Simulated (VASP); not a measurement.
Write the native input for VASP 6.6.1 that does the following.

```yaml
Task: single point
Functional: PBE
Potentials_or_basis: VASP PAW PBE potentials, release 64 (Li_sv, H)
Cutoff: 520 eV
k_mesh: 12 × 12 × 12
Occupations: gaussian, width 0.02 eV
Spin: no spin polarisation
Dipole_correction: no
Further_INCAR_settings: ALGO = Normal; EDIFF = 1e-07; NBANDS = 9
```

The structure of LiH lies in POSCAR:

```
LiH
1.0
    2.5071185326      0.0000000000      0.0000000000
    0.0000000000      2.5071185326      0.0000000000
    0.0000000000      0.0000000000      2.5071185326
Li H
1 1
Direct
    0.0000000000      0.0000000000      0.0000000000
    0.5000000000      0.5000000000      0.5000000000
```

These files were run (other wordings do the same):

INCAR

```
ALGO = Normal
EDIFF = 1E-7
ENCUT = 520
GGA = PE
ISIF = 2
ISMEAR = 0
LASPH = T
LCHARG = T
LELF = T
LREAL = F
LVHAR = T
LWAVE = F
NBANDS = 9
NELM = 80
PREC = Accurate
SIGMA = 0.02
```

KPOINTS

```
k-points
0
Gamma
  12 12 12
```

Potentials or basis: VASP PAW PBE potentials, release 64 (Li_sv, H).

Command:

```console
$ cat potpaw_PBE.64/Li_sv/POTCAR potpaw_PBE.64/H/POTCAR > POTCAR
$ mpirun -np 1 vasp_std > vasp.out
```

Results of the run:

```yaml
Band_gap_on_the_k_mesh: 0.73 eV, indirect (least direct gap 4.21 eV)
```

It took 14 s on 1 thread of Intel Xeon 8259CL, with other jobs on the host, peak memory 0.12 GiB.
